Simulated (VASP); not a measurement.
The system is Sb.

```
Sb
1.0
     7.32243    0.00000    0.00000
     0.00000    7.32243    0.00000
     0.00000    0.00000    2.90209
Sb
6
Direct
  0.50000 0.50000 0.00000
  0.00000 0.00000 0.00000
  0.86318 0.63682 0.00000
  0.13682 0.36318 0.00000
  0.63682 0.13682 0.00000
  0.36318 0.86318 0.00000
```

The cell was generated, and may not be a known phase.

- Program: VASP 6.6.1
- Task: relaxation of cell and atoms
- Functional: PBE
- Potentials or basis: VASP PAW PBE potentials, release 64 (Sb)
- Cutoff: 600 eV
- k mesh: 4 × 4 × 6
- Occupations: gaussian, width 0.1 eV
- Spin: no spin polarisation

At the start: pressure 18.5 GPa; volume 25.93 Å³/atom.

Question: Where does the relaxation end?

Answer: Over 9 steps the energy falls by 335.3 meV/atom and the volume is 32.89 Å³/atom (+26.8 %); space group P4/mbm (No. 127, to 0.1 Å) before and after.

The path:
| step | energy change (eV) | largest force (eV/Å) | pressure (GPa) | volume (Å³) |
| --- | --- | --- | --- | --- |
| 1 | 0.0000 | 0.1397 | 18.49 | 155.60 |
| 2 | -1.1990 | 0.4422 | -5.60 | 233.20 |
| 3 | -1.9404 | 0.3272 | -0.27 | 196.93 |
| 4 | -1.9407 | 0.3230 | -0.05 | 196.04 |
| 5 | -1.9782 | 0.2607 | 0.11 | 196.73 |
| 6 | -1.9861 | 0.2781 | 0.03 | 196.54 |
| 7 | -1.9991 | 0.2008 | 0.03 | 196.79 |
| 8 | -2.0112 | 0.0433 | 0.08 | 197.42 |
| 9 | -2.0116 | 0.0041 | 0.07 | 197.31 |

Final structure:
```
Sb
1.0
     8.00994    0.00000    0.00000
     0.00000    8.00994    0.00000
     0.00000    0.00000    3.07534
Sb
6
Direct
  0.50000 0.50000 0.00000
  0.00000 0.00000 0.00000
  0.86818 0.63182 0.00000
  0.13182 0.36818 0.00000
  0.63182 0.13182 0.00000
  0.36818 0.86818 0.00000
```

Caveat: the k points lie up to 0.34 Å⁻¹ apart in the final cell, too coarse for converged energies and pressures of a metal; the volume moved by over 15 % at a fixed basis, so the end points are rough.
